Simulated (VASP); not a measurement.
# Sn4SeS3 in VASP: further runs, part 2 of 2

VASP 6.6.1.

## Step 3: Single point, PBE

This run uses another cell than the first one, of the same volume but with other edges.

INCAR

```
  PREC = Accurate
  ENCUT = 520
  EDIFF = 1E-7
  ISMEAR = 0
  SIGMA = 0.1
  LREAL = False
  LASPH = True
  NELM = 60
  ALGO = Normal
  ISIF = 2
  LWAVE = False
  LCHARG = True
  GGA = PE
  LELF = True
  LVHAR = True
  NBANDS = 50
```

KPOINTS

```
Automatic mesh
0
Gamma
  4 4 4
```

POSCAR

```
Sn4SeS3
1.0
    0.0000000000      4.1197878000      0.0000000000
   -0.7272521000      0.0000000000      4.2777435000
   12.0183825000     -2.0598939000      0.0000000000
Sn Se S
4 1 3
Direct
    0.9425500000      0.8241070000      0.8851000000
    0.5666140000      0.3847410000      0.1332280000
    0.6899820000      0.0104500000      0.3799640000
    0.3118560000      0.6247980000      0.6237120000
    0.4512530000      0.3666510000      0.9025060000
    0.0528840000      0.9664980000      0.1057680000
    0.2026030000      0.6176180000      0.4052060000
    0.7989220000      0.2051360000      0.5978440000
```

Potentials or basis: VASP PAW PBE potentials, release 64 (Sn_d, Se, S).

Launch:

```
> cat potpaw_PBE.64/Sn_d/POTCAR potpaw_PBE.64/Se/POTCAR potpaw_PBE.64/S/POTCAR > POTCAR
> mpirun -np 1 vasp_std > vasp.out
```

OUTCAR:

```text
PREC = Accurate
   ENCUT = 520
   EDIFF = 1E-7
   ISMEAR = 0
   LREAL = False
   LASPH = True
   NELM = 60
   ISIF = 2
   GGA = PE

 ion  position               nearest neighbor table
   1  0.943  0.824  0.885-   6 2.62   5 2.89   5 2.89   5 3.11   5 3.11   4 3.73   4 3.73
   2  0.567  0.385  0.133-   6 2.73   6 2.73   5 2.76   3 3.61   3 3.67
   3  0.690  0.010  0.380-   8 2.61   7 2.72   7 2.72   2 3.61   2 3.67
   4  0.312  0.625  0.624-   7 2.62   8 2.73   8 2.73   1 3.73   1 3.73
   5  0.451  0.367  0.903-   2 2.76   1 2.89   1 2.89   1 3.11   1 3.11
   6  0.053  0.966  0.106-   1 2.62   2 2.73   2 2.73
   7  0.203  0.618  0.405-   4 2.62   3 2.72   3 2.72
   8  0.799  0.205  0.598-   3 2.61   4 2.73   4 2.73

  LATTYP: Found a base centered monoclinic cell.
 ALAT       =    24.0367650000
 B/A-ratio  =     0.1713952689
 C/A-ratio  =     0.1805202412
 COS(beta)  =    -0.1676034914

  Lattice vectors:

 A1 = (  12.0183825000,  -2.0598939000,   0.0000000000)
[... 192 lines left out ...]
 cond. band min:       5.9457234647   @ k =   0.0000   0.0000   0.0000
 fundamental gap:      0.6268098905
 Fermi energy:         5.6354194367

 k-point     1 :       0.0000    0.0000    0.0000
  band No.  band energies     occupation
      1     -16.0097      2.00000
      2     -15.9988      2.00000
      3     -15.9967      2.00000
      4     -15.9916      2.00000
      5     -15.9880      2.00000
      6     -15.9810      2.00000
[... 1261 lines left out ...]
     49       8.3751      0.00000
     50       8.9356      0.00000

------------------------ aborting loop because EDIFF is reached ----------------------------------------

  FORCE on cell =-STRESS in cart. coord.  units (eV):
  Direction    XX          YY          ZZ          XY          YZ          ZX
  --------------------------------------------------------------------------------------
  -------------------------------------------------------------------------------------
  Total       -0.0788440     -0.1239710     -0.3790665      0.0000000      0.0000000      0.0416281
  in kB       -0.5964081     -0.9377670     -2.8674138      0.0000000      0.0000000      0.3148920
  external PRESSURE =      -1.4671963 kB  Pullay stress =       0.0000000 kB

 VOLUME and BASIS-vectors are now :
 -----------------------------------------------------------------------------
  energy-cutoff  :      520.00
  volume of cell :      211.80
      direct lattice vectors                 reciprocal lattice vectors
     0.000000000  4.119787800  0.000000000     0.041602936  0.242730948  0.007072846
    -0.727252100  0.000000000  4.277743500     0.000000000  0.000000000  0.233768107
    12.018382500 -2.059893900  0.000000000     0.083205872  0.000000000  0.014145693

 POSITION                                       TOTAL-FORCE (eV/Angst)
 -----------------------------------------------------------------------------------
     10.03814      2.05989      3.52532         0.014234      0.000000     -0.003959
      1.32138      2.05989      1.64582        -0.016283     -0.000000      0.003152
      4.55895      2.05989      0.04470         0.018840     -0.000000     -0.000245
      7.04162      0.00000      2.67273        -0.019044      0.000000      0.002943
     10.58001      0.00000      1.56844         0.001547      0.000000      0.012927
      0.56827      0.00000      4.13443        -0.012143     -0.000000     -0.015614
      4.42076      0.00000      2.64201        -0.007425      0.000000      0.000418
      7.03593      2.05989      0.87752         0.020274      0.000000      0.000378
 -----------------------------------------------------------------------------------
    total drift:                               -0.000567      0.000108      0.001179

  FREE ENERGIE OF THE ION-ELECTRON SYSTEM (eV)
  ---------------------------------------------------
  free  energy   TOTEN  =       -34.7590689503 eV

  energy  without entropy=      -34.7590688319  energy(sigma->0) =      -34.75906889
```

OSZICAR:

```text
N       E                     dE             d eps       ncg     rms          rms(c)
DAV:   1     0.878664623563E+03    0.87866E+03   -0.36889E+04  2602   0.208E+03
DAV:   2     0.120690024992E+03   -0.75797E+03   -0.73276E+03  2408   0.602E+02
DAV:   3    -0.251067815967E+02   -0.14580E+03   -0.13901E+03  2824   0.206E+02
DAV:   4    -0.356261986007E+02   -0.10519E+02   -0.10331E+02  2836   0.559E+01
DAV:   5    -0.360340527704E+02   -0.40785E+00   -0.40642E+00  2942   0.116E+01    0.101E+01
DAV:   6    -0.347379186828E+02    0.12961E+01   -0.24996E+00  3334   0.778E+00    0.667E+00
DAV:   7    -0.347655374500E+02   -0.27619E-01   -0.94224E-01  3112   0.336E+00    0.283E+00
DAV:   8    -0.347595028137E+02    0.60346E-02   -0.95535E-02  3252   0.202E+00    0.442E-01
DAV:   9    -0.347585703296E+02    0.93248E-03   -0.16395E-02  3006   0.809E-01    0.181E-01
DAV:  10    -0.347589218760E+02   -0.35155E-03   -0.22023E-03  3234   0.238E-01    0.119E-01
DAV:  11    -0.347590639964E+02   -0.14212E-03   -0.41273E-04  3244   0.115E-01    0.369E-02
DAV:  12    -0.347590649601E+02   -0.96373E-06   -0.69906E-05  2842   0.531E-02    0.157E-02
DAV:  13    -0.347590683508E+02   -0.33907E-05   -0.11141E-05  3112   0.164E-02    0.623E-03
DAV:  14    -0.347590688699E+02   -0.51910E-06   -0.13457E-06  2606   0.582E-03    0.208E-03
DAV:  15    -0.347590689724E+02   -0.10252E-06   -0.28146E-07  2256   0.273E-03    0.861E-04
DAV:  16    -0.347590689503E+02    0.22106E-07   -0.37391E-08  1484   0.136E-03
   1 F= -.34759069E+02 E0= -.34759069E+02  d E =-.118430E-06
```

Run time: 5.7 min. Hardware: 1 thread of Oxide Virtual Turin-like, shared host; peak memory 0.39 GiB.

What came out:

| Property | Result |
| --- | --- |
| Free energy | -34.7591 eV |
| Pressure | -0.1 GPa |
| Largest force | 0.020 eV/Å |
| Band gap on the k mesh | 0.63 eV (least direct gap 1.14 eV) |

Forces on the atoms (eV/Å):
```
Sn   0.014  0.000 -0.004
Sn  -0.016  0.000  0.003
Sn   0.019  0.000  0.000
Sn  -0.019  0.000  0.003
Se   0.002  0.000  0.013
S   -0.012  0.000 -0.016
S   -0.007  0.000  0.000
S    0.020  0.000  0.000
```

Stress tensor (GPa, compression positive):
```
-0.06  0.00  0.03
 0.00 -0.09  0.00
 0.03  0.00 -0.29
```

Caveat: semilocal functionals underestimate gaps, and a narrow one can read as zero; spin-orbit coupling is left out, which moves the levels of the heavy elements.

## Step 4: Single point, PBE

This run uses another cell than the first one, of 26.38 Å³/atom.

INCAR

```
SYSTEM = Sn4SeS3
ALGO = Normal ; EDIFF = 1E-7
ENCUT = 520 ; GGA = PE
ISIF = 2 ; ISMEAR = 0
LASPH = .TRUE. ; LCHARG = .TRUE.
LELF = .TRUE. ; LREAL = .FALSE.
LVHAR = .TRUE. ; LWAVE = .FALSE.
NBANDS = 50 ; NELM = 60
PREC = Accurate ; SIGMA = 0.1
```

KPOINTS

```
k-points
0
G
  4 4 4
  0 0 0
```

POSCAR

```
Sn4SeS3
1.0
    0.0015406344      4.1309560241      0.0014446704
   -0.7202738892      0.0009180579      4.2411138322
   12.0404121032     -2.0610909530      0.0242983598
Sn Se S
4 1 3
Direct
    0.9408898551      0.8290921451      0.8846968148
    0.5628370467      0.3861221870      0.1320248382
    0.6933107101      0.0125424792      0.3815954758
    0.3131415134      0.6269555563      0.6235750196
    0.4500116398      0.3652617389      0.9021551100
    0.0506463375      0.9627102604      0.1046514736
    0.2047755821      0.6145971046      0.4054223164
    0.8010513153      0.2027175284      0.5992069516
```

Potentials or basis: VASP PAW PBE potentials, release 64 (Sn_d, Se, S).

Launch:

```
> cat potpaw_PBE.64/Sn_d/POTCAR potpaw_PBE.64/Se/POTCAR potpaw_PBE.64/S/POTCAR > POTCAR
> mpirun -np 1 vasp_std > vasp.out
```

OUTCAR:

```text
SYSTEM = Sn4SeS3
   EDIFF = 1E-7
   ENCUT = 520
   GGA = PE
   ISIF = 2
   ISMEAR = 0
   LASPH = .TRUE.
   LREAL = .FALSE.
   NELM = 60
   PREC = Accurate

 ion  position               nearest neighbor table
   1  0.941  0.829  0.885-   6 2.62   5 2.90   5 2.90   5 3.08   5 3.08   4 3.74   4 3.75
   2  0.563  0.386  0.132-   6 2.73   6 2.74   5 2.75   3 3.63   3 3.69
   3  0.693  0.013  0.382-   8 2.61   7 2.73   7 2.73   2 3.63   2 3.69
   4  0.313  0.627  0.624-   7 2.62   8 2.74   8 2.74   8 3.27   1 3.74   1 3.75
   5  0.450  0.365  0.902-   2 2.75   1 2.90   1 2.90   1 3.08   1 3.08
   6  0.051  0.963  0.105-   1 2.62   2 2.73   2 2.74
[... 1492 lines left out ...]
  in kB       -0.3307239     -0.4015781     -0.3620200      0.0306411     -0.1182463     -0.0657902
  external PRESSURE =      -0.3647740 kB  Pullay stress =       0.0000000 kB

 VOLUME and BASIS-vectors are now :
 -----------------------------------------------------------------------------
  energy-cutoff  :      520.00
  volume of cell :      211.03
      direct lattice vectors                 reciprocal lattice vectors
     0.001540634  4.130956024  0.001444670     0.041421462  0.242056825  0.006982264
    -0.720273889  0.000918058  4.241113832    -0.000489746 -0.000082247  0.235703960
    12.040412103 -2.061090953  0.024298360     0.083019038 -0.000035893  0.014099239

 POSITION                                       TOTAL-FORCE (eV/Angst)
 -----------------------------------------------------------------------------------
     10.05639      2.06410      3.53913        -0.006681     -0.000073     -0.006543
      1.31239      2.05329      1.64161         0.011401      0.004260      0.004051
      4.58660      2.07754      0.06347        -0.002922     -0.002427      0.005938
      7.05700      0.00890      2.67459         0.002175     -0.002004      0.005387
     10.59992     -0.00011      1.57169        -0.011614      0.000830      0.002306
      0.56671     -0.00559      4.08558         0.007526     -0.000387     -0.000975
      4.43909      0.01087      2.61672         0.001873     -0.001247     -0.004569
      7.06992      2.07427      0.87547        -0.001758      0.001048     -0.005594
 -----------------------------------------------------------------------------------
    total drift:                                0.000264     -0.000804      0.000278

  FREE ENERGIE OF THE ION-ELECTRON SYSTEM (eV)
  ---------------------------------------------------
  free  energy   TOTEN  =       -34.7607089482 eV

  energy  without entropy=      -34.7607087169  energy(sigma->0) =      -34.76070883
```

Wall time 11 min (1 thread of Oxide Virtual Turin-like, shared host); peak memory 0.45 GiB.

Results:

```yaml
Free_energy: -34.7607 eV
Pressure: 0.0 GPa
Largest_force: 0.013 eV/Å
Band_gap_on_the_k_mesh: 0.61 eV (least direct gap 1.10 eV)
```

Forces in eV/Å, atoms in the order of the input:
```
Sn  -0.007  0.000 -0.007
Sn   0.011  0.004  0.004
Sn  -0.003 -0.002  0.006
Sn   0.002 -0.002  0.005
Se  -0.012  0.001  0.002
S    0.008  0.000 -0.001
S    0.002 -0.001 -0.005
S   -0.002  0.001 -0.006
```

Caveat: semilocal functionals underestimate gaps, and a narrow one can read as zero; spin-orbit coupling is left out, which moves the levels of the heavy elements. A k mesh can miss the band edges.

## Step 5: Overview

```csv
cell,gap on the mesh (eV),pressure (GPa),largest force (eV/Å)
"a = 12.194, b = 12.194, c = 4.339 Å, angles 99.5, 99.5, 19.5°, 8 atoms, atomic positions A",0.63,-0.1,0.02
"a = 4.120, b = 4.339, c = 12.194 Å, angles 99.5, 99.7, 90.0°, 8 atoms, atomic positions A",0.63,-0.1,0.02
"a = 4.131, b = 4.302, c = 12.216 Å, angles 99.4, 99.7, 90.0°, 8 atoms, atomic positions B",0.61,0.0,0.01
```

Alike in all rows: task single point; level PBE; potentials or basis VASP PAW PBE potentials, release 64 (Sn_d, Se, S); no spin polarisation; k mesh 4 × 4 × 4; cutoff (eV) 520; smearing gaussian 0.1 eV.

Caveats: semilocal functionals underestimate gaps, and a narrow one can read as zero; spin-orbit coupling is left out, which moves the levels of the heavy elements.

Absolute energies hang on the potentials; compare differences alone.
